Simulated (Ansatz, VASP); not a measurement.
**LiBr in VASP and in Ansatz**

The input POSCAR:

```
LiBr
1.0
    0.0000000000      2.7120470351      2.7120470351
    2.7120470351      0.0000000000      2.7120470351
    2.7120470351      2.7120470351      0.0000000000
Li Br
1 1
Direct
    0.0000000000      0.0000000000      0.0000000000
    0.5000000000      0.5000000000      0.5000000000
```

File INCAR.step1:

```
ALGO = Normal
EDIFF = 1E-5
ENCUT = 830
GGA = PE
GGA_COMPAT = False
ISMEAR = 0
LASPH = True
LCHARG = False
LREAL = False
LWAVE = True
NBANDS = 12
NELM = 120
PREC = Accurate
SIGMA = 0.02
```

Contents of INCAR.step2:

```
ALGO = Normal
EDIFF = 1E-6
ENCUT = 830
GGA_COMPAT = False
ISIF = 2
ISMEAR = 0
ISTART = 1
LASPH = True
LCHARG = False
LMIXTAU = True
LREAL = False
LWAVE = False
METAGGA = R2SCAN
NBANDS = 12
NELM = 120
PREC = Accurate
SIGMA = 0.02
```

File KPOINTS:

```
k-points
0
Gamma
  8 8 8
```

Input for Ansatz:

```yaml
crystal:
  lattice:
    - [0.0, 2.7120470351, 2.7120470351]
    - [2.7120470351, 0.0, 2.7120470351]
    - [2.7120470351, 2.7120470351, 0.0]
  atoms:
    - { symbol: Li, position: [0.0, 0.0, 0.0] }
    - { symbol: Br, position: [0.5, 0.5, 0.5] }
basis:
  ecutwfc: 500
kpoints:
  mp_grid: { grid: [8, 8, 8] }
hamiltonian:
  xc: r2scan
scf:
  occupations: { method: gaussian, width: 0.02 }
output:
  forces: true
  stress: true
  eigenvalues: true
  write_density: true
  write_potential: true
  elf: true
  volumetric_format: npy
```

Alike in both runs: task single point; functional r2SCAN; k mesh 8 × 8 × 8; occupations gaussian, width 0.02 eV; no spin polarisation.

|  | VASP | Ansatz |
| --- | --- | --- |
| version | VASP 6.6.1 | Ansatz 0.2.0 |
| potentials or method | VASP PAW PBE potentials, release 64 (Li_sv, Br), cutoff 830 eV | scalar-relativistic, plane waves, PAW |
| valence electrons in the cell | 10 | 10 |

```tsv
	VASP	Ansatz	Ansatz less VASP
gap on the k mesh at the Fermi level (eV)	6.09	6.03	-0.055
least direct gap on the mesh (eV)	6.09	6.03	-0.055
pressure (GPa)	0.5	0.9	+0.43
```

VASP's potentials were made for PBE, not for r2SCAN. With one functional, cell and mesh, what is left measures potentials, basis and numerics.
